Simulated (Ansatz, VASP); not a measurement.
# One calculation of Sc, two programs

File INCAR:

```
SYSTEM = Sc
PREC = Accurate
ENCUT = 600
EDIFF = 1E-7
ISMEAR = 0
SIGMA = 0.1
LREAL = .False.
LASPH = .True.
NELM = 100
ALGO = Normal
ISIF = 3
LWAVE = .False.
LCHARG = .False.
GGA = PE
IBRION = 2
NSW = 80
EDIFFG = -0.01
```

KPOINTS

```
Automatic mesh
0
Gamma
  16 16 16
  0 0 0
```

Contents of POSCAR:

```
Sc
1.0
   -1.8470437550      1.8470437550      1.8394025449
    1.8470437550     -1.8470437550      1.8394025449
    1.8470437550      1.8470437550     -1.8394025449
Sc
1
Direct
    0.5000000000      0.5000000000      0.0000000000
```

Input for Ansatz:

```yaml
crystal:
  lattice:
    - [-1.847043755, 1.847043755, 1.8394025449]
    - [1.847043755, -1.847043755, 1.8394025449]
    - [1.847043755, 1.847043755, -1.8394025449]
  atoms:
    - { symbol: Sc, position: [0.5, 0.5, 0.0] }
basis:
  ecutwfc: 420
kpoints:
  mp_grid: { grid: [16, 16, 16] }
hamiltonian:
  xc: pbe
scf:
  occupations: { method: gaussian, width: 0.1 }
output:
  forces: true
  stress: true
  eigenvalues: true
relax:
  adjacent_minimum: "off"
  f_tol: 0.01
  max_steps: 60
  cell: { stress_tol: 0.1 }
```

Alike in both runs: task relaxation of cell and atoms; functional PBE; k mesh 16 × 16 × 16; occupations gaussian, width 0.1 eV; no spin polarisation.

|  | VASP | Ansatz |
| --- | --- | --- |
| version | VASP 6.6.1 | Ansatz 0.2.0 |
| potentials or method | VASP PAW PBE potentials, release 64 (Sc_sv), cutoff 600 eV | scalar-relativistic, plane waves, PAW |
| valence electrons in the cell | 11 | 11 |

Ansatz gave:

| Quantity | Value |
| --- | --- |
| gap on the k mesh at the Fermi level, each at its own relaxed structure (eV) | none |
| relaxed volume (Å³/atom) | 24.84 |
| relaxed length of the cell vector where the two differ most in proportion (Å) | 3.184 |

Problem. Estimate VASP's values.

Solution. gap on the k mesh at the Fermi level, each at its own relaxed structure (eV): none; relaxed volume (Å³/atom): 24.90; relaxed length of the cell vector where the two differ most in proportion (Å): 3.186.

A gap of «none» marks a metal or a gap that the smearing closes.
